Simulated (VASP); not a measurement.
A run of VASP 6.6.1 is set up as follows.

File INCAR:

```
SYSTEM = HgTe
PREC = Accurate
ENCUT = 500
EDIFF = 1E-6
ISMEAR = -5
SIGMA = 0.1
LREAL = .False.
LASPH = .True.
NELM = 120
ALGO = Normal
ISIF = 2
LWAVE = .False.
LCHARG = .False.
GGA = PE
NBANDS = 16
GGA_COMPAT = .False.
```

The input KPOINTS:

```
regular mesh
0
Gamma
  6 6 6
  0 0 0
```

File POSCAR:

```
HgTe
1.0
    0.0000000000      3.2400000000      3.2400000000
    3.2400000000      0.0000000000      3.2400000000
    3.2400000000      3.2400000000      0.0000000000
Te Hg
1 1
Direct
    0.7500000000      0.7500000000      0.7500000000
    0.0000000000      0.0000000000      0.0000000000
```

Potentials or basis: VASP PAW PBE potentials, release 64 (Te, Hg).

Launch:

```console
$ cat potpaw_PBE.64/Te/POTCAR potpaw_PBE.64/Hg/POTCAR > POTCAR
$ mpirun -np 1 vasp_std > vasp.out
```

(1) Predict the band gap on the k mesh.

(2) Estimate the pressure.

Answers

(1) zero (filled and empty bands touch).

(2) 3.4 GPa.

Caveat: spin-orbit coupling is left out, which moves the levels of the heavy elements; tetrahedron occupations give inexact forces and stress in metals.
